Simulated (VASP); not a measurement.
# ZrSi3 (Pm-3m) in VASP: elastic constants with PBEsol

Aim: the elastic constants of ZrSi3 with PBEsol.

Everything below comes from runs of VASP 6.6.1. Logs are shortened: lines on timing, memory, paths and dates and some standing lists are left out, and cuts for length are marked.

## (1) The cell of the first run

Symmetry: Pm-3m, No. 221, cubic system. Conventional cell: a = 3.951 Å, b = 3.951 Å, c = 3.951 Å, α = 90.00°, β = 90.00°, γ = 90.00°. Zr (site symmetry m-3m) has 12 Si at 2.79 Å within 3.7 Å. Within 3.7 Å of Si (site symmetry 4/mmm) lie 4 Zr at 2.79 Å and 8 Si at 2.79 Å.

## (2) Elastic constants, PBEsol

Contents of INCAR:

```
ALGO     = Normal         # electronic algorithm
EDIFF    = 1E-8           # SCF threshold, eV
ENCUT    = 600            # plane-wave cutoff, eV
GGA      = PS             # functional
IBRION   = 6              # ionic algorithm
ISIF     = 3              # what is computed and relaxed
ISMEAR   = 0              # smearing method
LASPH    = True           # aspherical terms in the spheres
LCHARG   = False          # write CHGCAR
LREAL    = False          # projectors in reciprocal space
LWAVE    = False          # write WAVECAR
NELM     = 100            # most SCF steps
NFREE    = 2            
NSW      = 1              # ionic steps
POTIM    = 0.015          # step
PREC     = Accurate       # precision mode
SIGMA    = 0.05           # smearing width, eV
```

Contents of KPOINTS:

```
k-points
0
Gamma
  8 8 8
```

Contents of POSCAR:

```
ZrSi3
1.0
    3.9507739786      0.0000000000      0.0000000000
    0.0000000000      3.9507739786      0.0000000000
    0.0000000000      0.0000000000      3.9507739786
Zr Si
1 3
Direct
    0.0000000000      0.0000000000      0.0000000000
    0.0000000000      0.5000000000      0.5000000000
    0.5000000000      0.5000000000      0.0000000000
    0.5000000000      0.0000000000      0.5000000000
```

Potentials or basis: VASP PAW PBE potentials, release 64 (Zr_sv, Si).

Launch:

```
> cat potpaw_PBE.64/Zr_sv/POTCAR potpaw_PBE.64/Si/POTCAR > POTCAR
> mpirun -np 1 vasp_std > vasp.out
```

OUTCAR:

```text
EDIFF = 1E-8
   ENCUT = 600
   GGA = PS
   IBRION = 6
   ISIF = 3
   ISMEAR = 0
   LASPH = True
   LREAL = False
   NELM = 100
   NFREE = 2
   NSW = 1
   POTIM = 0.015
   PREC = Accurate

 ion  position               nearest neighbor table
   1  0.000  0.000  0.000-   2 2.79   3 2.79   4 2.79   2 2.79   4 2.79   2 2.79   3 2.79   2 2.79
                             3 2.79   4 2.79   4 2.79   3 2.79
   2  0.000  0.500  0.500-   1 2.79   3 2.79   4 2.79   1 2.79   3 2.79   1 2.79   4 2.79   1 2.79
                             3 2.79   4 2.79   3 2.79   4 2.79
   3  0.500  0.500  0.000-   1 2.79   2 2.79   4 2.79   2 2.79   4 2.79   1 2.79   4 2.79   4 2.79
                             1 2.79   2 2.79   2 2.79   1 2.79
   4  0.500  0.000  0.500-   1 2.79   2 2.79   3 2.79   1 2.79   3 2.79   2 2.79   3 2.79   3 2.79
                             1 2.79   2 2.79   1 2.79   2 2.79

  LATTYP: Found a simple cubic cell.
 ALAT       =     3.9507739786

  Lattice vectors:

 A1 = (   3.9507739786,   0.0000000000,   0.0000000000)
 A2 = (   0.0000000000,   3.9507739786,   0.0000000000)
 A3 = (   0.0000000000,   0.0000000000,   3.9507739786)

Analysis of symmetry for initial positions (statically):
=====================================================================
 Subroutine PRICEL returns:
 Original cell was already a primitive cell.

 Routine SETGRP: Setting up the symmetry group for a
 simple cubic supercell.

 Subroutine GETGRP returns: Found 48 space group operations
 (whereof 48 operations were pure point group operations)
 out of a pool of 48 trial point group operations.

The static configuration has the point symmetry O_h .

Analysis of symmetry for dynamics (positions and initial velocities):
=====================================================================
 Subroutine PRICEL returns:
 Original cell was already a primitive cell.

 Routine SETGRP: Setting up the symmetry group for a
 simple cubic supercell.

 Subroutine GETGRP returns: Found 48 space group operations
 (whereof 48 operations were pure point group operations)
 out of a pool of 48 trial point group operations.

The dynamic configuration has the point symmetry O_h .

 Subroutine INISYM returns: Found 48 space group operations
 (whereof 48 operations are pure point group operations),
 and found     1 'primitive' translations

----------------------------------------------------------------------------------------

                                     Primitive cell

  volume of cell :      61.6661

  direct lattice vectors                    reciprocal lattice vectors
     3.950773979  0.000000000  0.000000000     0.253114961  0.000000000  0.000000000
     0.000000000  3.950773979  0.000000000     0.000000000  0.253114961  0.000000000
     0.000000000  0.000000000  3.950773979     0.000000000  0.000000000  0.253114961

  length of vectors
     3.950773979  3.950773979  3.950773979     0.253114961  0.253114961  0.253114961

  position of ions in fractional coordinates (direct lattice)
     0.000000000  0.000000000  0.000000000
     0.000000000  0.500000000  0.500000000
     0.500000000  0.500000000  0.000000000
     0.500000000  0.000000000  0.500000000

  ion indices of the primitive-cell ions
   primitive index   ion index
                 1           1
                 2           2
                 3           3
                 4           4

----------------------------------------------------------------------------------------

 KPOINTS: k-points

Automatic generation of k-mesh.
 Grid dimensions read from file:
 generate k-points for:    8    8    8

 Generating k-lattice:

  Cartesian coordinates                     Fractional coordinates (reciprocal lattice)
     0.031639370  0.000000000  0.000000000     0.125000000  0.000000000  0.000000000
     0.000000000  0.031639370  0.000000000     0.000000000  0.125000000  0.000000000
[... 80 lines left out ...]
  Fermi-wavevector in a.u.,A,eV,Ry     =   1.195262  2.258717 19.437976  1.428651
  Thomas-Fermi vector in A             =   2.331232
   LORBIT       =      0    0 simple, 1 ext, 2 COOP (PROOUT), +10 PAW based schemes
   GGA     = PS    functional components
   LHFCALC =     F    Hartree Fock is set to
   AEXX    =    0.0000 exact exchange contribution
   IVDW    =     0    specifies the selected vdW correction
   LEPSILON=     F    determine dielectric tensor
   LRPA    =     F    only Hartree local field effects (RPA)
 finite differences with symmetry
 non-spin polarized calculation
 Gauss-broadening in eV      SIGMA  =   0.05
  energy-cutoff  :      600.00
  volume of cell :       61.67
 maximum number of plane-waves:      2103
 NGX is ok and might be reduce to    32
   NGX = 15   NGY = 15   NGZ = 15

--------------------------------------- Ionic step        1  -------------------------------------------

 number of electron      24.0000001 magnetization

 Free energy of the ion-electron system (eV)
  ---------------------------------------------------
  ext. energy  EPLUGINS =         0.00000000
  ---------------------------------------------------
  free energy    TOTEN  =       -27.31866699 eV

  energy without entropy =      -27.31652587  energy(sigma->0) =      -27.31759643

------------------------ aborting loop because EDIFF is reached ----------------------------------------

  FORCE on cell =-STRESS in cart. coord.  units (eV):
  Direction    XX          YY          ZZ          XY          YZ          ZX
  --------------------------------------------------------------------------------------
  -------------------------------------------------------------------------------------
  Total        0.0642088      0.0642088      0.0642088      0.0000000     -0.0000000      0.0000000
  in kB        1.6682403      1.6682403      1.6682403      0.0000000     -0.0000000      0.0000000
  external PRESSURE =       1.6682403 kB  Pullay stress =       0.0000000 kB
[... 95 lines left out ...]
  FREE ENERGIE OF THE ION-ELECTRON SYSTEM (eV)
  ---------------------------------------------------
  free  energy   TOTEN  =       -27.3104912047 eV

  energy  without entropy=      -27.3080236903  energy(sigma->0) =      -27.30925745

[... ionic steps 4 to 16 ...]

--------------------------------------- Ionic step       17  -------------------------------------------

 number of electron      24.0000001 magnetization

------------------------ aborting loop because EDIFF is reached ----------------------------------------
[... 71 lines left out ...]
--------------------------------------- Ionic step       19  -------------------------------------------

 number of electron      24.0000001 magnetization

 Free energy of the ion-electron system (eV)
  ---------------------------------------------------
  ext. energy  EPLUGINS =         0.00000000
  ---------------------------------------------------
  free energy    TOTEN  =       -27.31794306 eV

  energy without entropy =      -27.31579318  energy(sigma->0) =      -27.31686812

 E-fermi :  10.9608     XC(G=0): -11.5753

 val. band max:       10.9490454936   @ k =   0.5000   0.1250   0.0000
 cond. band min:      10.9946956621   @ k =   0.2500   0.2500   0.2500
 fundamental gap:      0.0456501685
 Fermi energy:        10.9607848573

 k-point     1 :       0.0000    0.0000    0.0000
  band No.  band energies     occupation
      1     -38.1834      2.00000
      2     -16.3385      2.00000
      3     -16.3385      2.00000
      4     -16.3385      2.00000
      5      -2.2397      2.00000
      6       4.9487      2.00000
[... 433 lines left out ...]
      3     -16.4142      2.00000
      4     -16.3341      2.00000
      5       0.7409      2.00000
      6       2.0474      2.00000
[... 8 lines left out ...]
     15      12.5302      0.00000
     16      13.6193      0.00000

 [... further k-points ...]
[... 5 lines left out ...]
  --------------------------------------------------------------------------------------
  -------------------------------------------------------------------------------------
  Total        0.0654453      0.0663910      0.0691253      0.0000000      0.0000000      0.0000000
  in kB        1.7003665      1.7249370      1.7959770      0.0000000      0.0000000      0.0000000
  external PRESSURE =       1.7404268 kB  Pullay stress =       0.0000000 kB
[... 19 lines left out ...]
  FREE ENERGIE OF THE ION-ELECTRON SYSTEM (eV)
  ---------------------------------------------------
  free  energy   TOTEN  =       -27.3179430627 eV

  energy  without entropy=      -27.3157931753  energy(sigma->0) =      -27.31686812

 INTERNAL STRAIN TENSORS FROM STRAINED CELLS
 ============================================

 INTERNAL STRAIN TENSOR FOR ION    1 for displacements in x,y,z  (eV/Angst):
          X           Y           Z          XY          YZ          ZX
  --------------------------------------------------------------------------------
  x     0.00000     0.00000     0.00000     0.00000     0.00000    -0.00000
  y     0.00000     0.00000     0.00000     0.00000     0.00000     0.00000
  z     0.00000     0.00000     0.00000     0.00000     0.00000     0.00000

 INTERNAL STRAIN TENSORS FROM DISPLACED ATOMS
 ============================================

 INTERNAL STRAIN TENSOR FOR ION    1 for displacements in x,y,z  (eV/Angst):
          X           Y           Z          XY          YZ          ZX
  --------------------------------------------------------------------------------
  x     0.00000     0.00000     0.00000     0.00000     0.00000     0.00000
  y     0.00000     0.00000     0.00000     0.00000     0.00000     0.00000
  z     0.00000     0.00000     0.00000     0.00000     0.00000     0.00000

 INTERNAL STRAIN TENSOR FOR ION    4 for displacements in x,y,z  (eV/Angst):
          X           Y           Z          XY          YZ          ZX
  --------------------------------------------------------------------------------
  x     0.00000     0.00000     0.00000     0.00000     0.00000     0.00000
  y     0.00000     0.00000     0.00000     0.00000     0.00000     0.00000
  z     0.00000     0.00000     0.00000     0.00000     0.00000     0.00000

 Eigenvectors and eigenvalues of the dynamical matrix
 ----------------------------------------------------

   1 f  =    8.796421 THz    55.269546 2PiTHz  293.417034 cm-1    36.379059 meV
             X         Y         Z           dx          dy          dz
      0.000000  0.000000  0.000000     0.032910   -0.531103   -0.000000
      0.000000  1.975387  1.975387     0.012591    0.580006    0.000000
      1.975387  1.975387  0.000000    -0.035940    0.580006   -0.000000
      1.975387  0.000000  1.975387    -0.035940   -0.203198   -0.000000
[... 71 lines left out ...]
  12 f/i=    2.897480 THz    18.205406 2PiTHz   96.649543 cm-1    11.983011 meV
             X         Y         Z           dx          dy          dz
      0.000000  0.000000  0.000000     0.002487    0.000602    0.444029
      0.000000  1.975387  1.975387    -0.005004    0.000063    0.046774
      1.975387  1.975387  0.000000     0.000262    0.000063   -0.893549
      1.975387  0.000000  1.975387     0.000262   -0.001212    0.046774

--------------------------------------------------------------------------------------------------------

 ELASTIC MODULI CONTR FROM IONIC RELAXATION (kBar)
 Direction    XX          YY          ZZ          XY          YZ          ZX
 --------------------------------------------------------------------------------
 XX           0.0000      0.0000      0.0000      0.0000      0.0000      0.0000
 YY           0.0000      0.0000      0.0000      0.0000      0.0000      0.0000
 ZZ           0.0000      0.0000      0.0000      0.0000      0.0000      0.0000
 XY           0.0000      0.0000      0.0000      0.0000      0.0000      0.0000
 YZ           0.0000      0.0000      0.0000      0.0000      0.0000      0.0000
 ZX           0.0000      0.0000      0.0000      0.0000      0.0000      0.0000
 --------------------------------------------------------------------------------

 TOTAL ELASTIC MODULI (kBar)
 Direction    XX          YY          ZZ          XY          YZ          ZX
 --------------------------------------------------------------------------------
 XX        1571.1475   1070.2466   1070.2466      0.0000      0.0000      0.0000
 YY        1070.2466   1571.1475   1070.2466      0.0000      0.0000     -0.0000
 ZZ        1070.2466   1070.2466   1571.1475     -0.0000     -0.0000      0.0000
 XY           0.0000      0.0000     -0.0000    376.7586      0.0000      0.0000
 YZ           0.0000      0.0000     -0.0000      0.0000    376.7586      0.0000
 ZX           0.0000     -0.0000      0.0000      0.0000      0.0000    376.7586
 --------------------------------------------------------------------------------
```

Wall time 11 min (1 thread of Intel Xeon Platinum 8488C (Sapphire Rapids), shared host); peak memory 0.44 GiB.

What came out:

| Quantity | Value |
| --- | --- |
| Elastic constants C11, C12, C44 | 157, 107, 38 GPa |
| Voigt bulk modulus | 124 GPa |
| Highest phonon frequency at Γ, LO-TO splitting left out | 293 cm⁻¹ |
| Most unstable mode | 97i cm⁻¹ |

Phonon frequencies in cm⁻¹ (negative: imaginary):
```
              q point                                frequencies
(0.000, 0.000, 0.000)  -97 -97 -97 0 0 0 258 258 258 293 293 293
```

Elastic tensor in Voigt notation (GPa, in the Cartesian axes of the cell as first typed):
```
157 107 107   0   0   0
107 157 107   0   0   0
107 107 157   0   0   0
  0   0   0  38   0   0
  0   0   0   0  38   0
  0   0   0   0   0  38
```

Clamped-ion elastic tensor (GPa):
```
157 107 107   0   0   0
107 157 107   0   0   0
107 107 157   0   0   0
  0   0   0  38   0   0
  0   0   0   0  38   0
  0   0   0   0   0  38
```

Caveat: some modes are imaginary; the PAW data sets were made with another functional, which shifts forces and pressure a little.
